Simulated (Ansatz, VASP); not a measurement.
One calculation of SiNi, two programs

```
Si Ni
1.0
     5.15126    0.00000    0.00000
     0.00000    3.37776    0.00000
     0.00000    0.00000    5.61872
Si Ni
4 4
Direct
  0.32135 0.75000 0.08417
  0.17865 0.25000 0.58417
  0.82135 0.75000 0.41583
  0.67865 0.25000 0.91583
  0.00831 0.25000 0.18845
  0.49169 0.75000 0.68845
  0.50831 0.25000 0.31155
  0.99169 0.75000 0.81155
```

Alike in both runs: task single point; functional PBE; k mesh 8 × 10 × 6; occupations gaussian, width 0.05 eV; no spin polarisation.

|  | VASP | Ansatz |
| --- | --- | --- |
| version | VASP 6.6.1 | Ansatz 0.2.0 |
| potentials or method | VASP PAW PBE potentials, release 64 (Si, Ni), cutoff 520 eV | scalar-relativistic, plane waves, PAW |
| valence electrons in the cell | 56 | 88 |

VASP gave:

| Property | Result |
| --- | --- |
| gap on the k mesh at the Fermi level (eV) | none |
| pressure (GPa) | 0.0 |
| traceless stress, the component that is largest in VASP (GPa) | -0.08 |
| rms of the force components (eV/Å) | 0.005 |

Question: What did Ansatz give for the same quantities?

Answer: gap on the k mesh at the Fermi level (eV): none; pressure (GPa): 0.0; traceless stress, the component that is largest in VASP (GPa): 0.00; rms of the force components (eV/Å): 0.001.

Atom by atom the forces differ by 0.005 eV/Å (rms over components). A gap of «none» marks a metal or a gap that the smearing closes. VASP's potentials hold 56 valence electrons a cell and Ansatz's 88, so a difference there can come from the potentials and not from the codes.
